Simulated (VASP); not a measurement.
Write the native input for VASP 6.6.1 that does the following.

```
Task                   : single point
Functional             : PBE
Potentials or basis    : VASP PAW PBE potentials, release 64 (Fe_sv, O)
Cutoff                 : 600 eV
k mesh                 : 11 × 11 × 11
Occupations            : fermi-dirac, width 0.05 eV
Spin                   : collinear spin, ferromagnetic start
Starting moments       : [3.0, 0.0] μB
Dipole correction      : no
Second run             : valence_matched
Further INCAR settings : ALGO = Normal; EDIFF = 1e-06; NBANDS = 22
```

The structure of FeO lies in POSCAR:

```
FeO
1.0
    0.0000000000      2.1976736406      2.1976736406
    2.1976736406      0.0000000000      2.1976736406
    2.1976736406      2.1976736406      0.0000000000
Fe O
1 1
Direct
    0.0000000000      0.0000000000      0.0000000000
    0.5000000000      0.5000000000      0.5000000000
```

These files were run (other wordings do the same):

INCAR

```
SYSTEM = FeO
  PREC = Accurate
  ENCUT = 600
  EDIFF = 1E-6
  ISMEAR = -1
  SIGMA = 0.05
  LREAL = .FALSE.
  LASPH = .TRUE.
  NELM = 200
  ALGO = Normal
  ISIF = 2
  LWAVE = .FALSE.
  LCHARG = .TRUE.
  ISPIN = 2
  MAGMOM = 3 0
  LORBIT = 11
  LMAXMIX = 4
  GGA = PE
  LELF = .TRUE.
  LVHAR = .TRUE.
  NBANDS = 22
  GGA_COMPAT = .FALSE.
```

KPOINTS

```
Automatic mesh
0
G
  11 11 11
  0 0 0
```

Potentials or basis: VASP PAW PBE potentials, release 64 (Fe_sv, O).

The run is started by

```bash
$ cat potpaw_PBE.64/Fe_sv/POTCAR potpaw_PBE.64/O/POTCAR > POTCAR
$ mpirun -np 1 vasp_std > vasp.out
```

It gave:

* Pressure: -11.7 GPa
* Band gap on the k mesh: zero (filled and empty bands overlap)
* Net moment: 4.00 μB per cell
* Site moments: Fe +3.48; O +0.28 μB
* Valence electrons inside the program's atomic spheres: Fe 13.59; O 4.96

Caveat: a cell with one magnetic atom can't hold antiferromagnetic order, which such compounds often take; semilocal functionals often make such compounds metallic where correlation or magnetic order opens a gap, which also shifts bond lengths.

Wall time 52 s on 1 thread of Intel(R) Xeon(R) Platinum 8488C (Sapphire Rapids), on a shared host, peak memory 0.19 GiB.
